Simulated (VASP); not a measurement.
Here is a VASP 6.6.1 calculation.

Contents of INCAR:

```
PREC     = Accurate       # precision mode
ENCUT    = 600            # plane-wave cutoff, eV
EDIFF    = 1E-6           # SCF threshold, eV
ISMEAR   = 0              # smearing method
SIGMA    = 0.1            # smearing width, eV
LREAL    = F              # projectors in reciprocal space
LASPH    = T              # aspherical terms in the spheres
NELM     = 60             # most SCF steps
ALGO     = Normal         # electronic algorithm
ISIF     = 3              # what is computed and relaxed
LWAVE    = F              # write WAVECAR
LCHARG   = F              # write CHGCAR
GGA      = PE             # functional
IBRION   = 2              # ionic algorithm
NSW      = 90             # ionic steps
EDIFFG   = -0.04          # ionic threshold
```

Contents of KPOINTS:

```
Automatic mesh
0
Gamma
  6 6 4
```

Contents of POSCAR:

```
ZrNbGe2
1.0
    3.7173962600      0.0000000000      0.0000000000
    0.0000000000      3.7173962600      0.0000000000
    0.0000000000      0.0000000000      5.0405174000
Zr Nb Ge
1 1 2
Direct
    0.0000000000      0.0000000000      0.0000000000
    0.5000000000      0.5000000000      0.5000000000
    0.0000000000      0.0000000000      0.5000000000
    0.5000000000      0.5000000000      0.0000000000
```

Potentials or basis: VASP PAW PBE potentials, release 64 (Zr_sv, Nb_sv, Ge_d).

Command:

```sh
$ cat potpaw_PBE.64/Zr_sv/POTCAR potpaw_PBE.64/Nb_sv/POTCAR potpaw_PBE.64/Ge_d/POTCAR > POTCAR
$ mpirun -np 1 vasp_std > vasp.out
```

(1) What does it give for the relaxed cell?

(2) Estimate the space group after relaxing (to 0.05 Å).

(3) What does it give for the relaxed volume?

Answers

(1) a = 3.809 Å, b = 3.809 Å, c = 5.329 Å, α = 90.00°, β = 90.00°, γ = 90.00°.

(2) P4/mmm (No. 123).

(3) 19.33 Å³/atom.
